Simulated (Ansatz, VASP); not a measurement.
This is a calculation of RbBr for Ansatz 0.2.0.

The input input.yaml:

```yaml
crystal:
  lattice:
    - [0.0, 3.3806835115, 3.3806835115]
    - [3.3806835115, 0.0, 3.3806835115]
    - [3.3806835115, 3.3806835115, 0.0]
  atoms:
    - { symbol: Rb, position: [0.0, 0.0, 0.0] }
    - { symbol: Br, position: [0.5, 0.5, 0.5] }
kpoints:
  mp_grid: { grid: [7, 7, 7] }
scf:
  occupations: { method: fermi_dirac, width: 0.05 }
hamiltonian:
  xc: lda
  pseudopotentials: { kind: all_electron, lapw: { basis_error: 0.001 } }
output:
  forces: true
  stress: true
  eigenvalues: true
```

Potentials or basis: all-electron LAPW, scalar-relativistic.

Launch:

```sh
$ ansatz run input.yaml --threads 1 --pin off --max-ram 3072MiB --backend cpu --events-out ev --progress --plain --runs-dir out
```

Problem. Set up the same calculation for VASP 6.6.1. Potentials there: VASP PAW LDA potentials, release 64 (Rb_sv, Br).

Solution. As run (the cutoff follows the program's own potentials):

File INCAR:

```
  ALGO = Normal
  EDIFF = 1E-6
  ENCUT = 520
  GGA = CA
  ISIF = 2
  ISMEAR = -1
  LASPH = True
  LCHARG = False
  LREAL = False
  LWAVE = False
  NBANDS = 15
  NELM = 100
  PREC = Accurate
  SIGMA = 0.05
```

Contents of KPOINTS:

```
k-points
0
Gamma
  7 7 7
```

The input POSCAR:

```
RbBr
1.0
    0.0000000000      3.3806835115      3.3806835115
    3.3806835115      0.0000000000      3.3806835115
    3.3806835115      3.3806835115      0.0000000000
Rb Br
1 1
Direct
    0.0000000000      0.0000000000      0.0000000000
    0.5000000000      0.5000000000      0.5000000000
```

Potentials or basis: VASP PAW LDA potentials, release 64 (Rb_sv, Br).

The run is started by

```bash
$ cat potpaw_LDA.64/Rb_sv/POTCAR potpaw_LDA.64/Br/POTCAR > POTCAR
$ mpirun -np 1 vasp_std > vasp.out
```

Both were run:

|  | VASP | Ansatz | Ansatz less VASP |
| --- | --- | --- | --- |
| gap on the k mesh at the Fermi level (eV) | 4.06 | 4.05 | -0.010 |
| least direct gap on the mesh (eV) | 4.06 | 4.05 | -0.010 |
| pressure (GPa) | -0.6 | -0.7 | -0.06 |

LDA's correlation is that of Perdew and Zunger in VASP and of Perdew and Wang (1992) in Ansatz. Ansatz ran all-electron here, and VASP with PAW potentials.
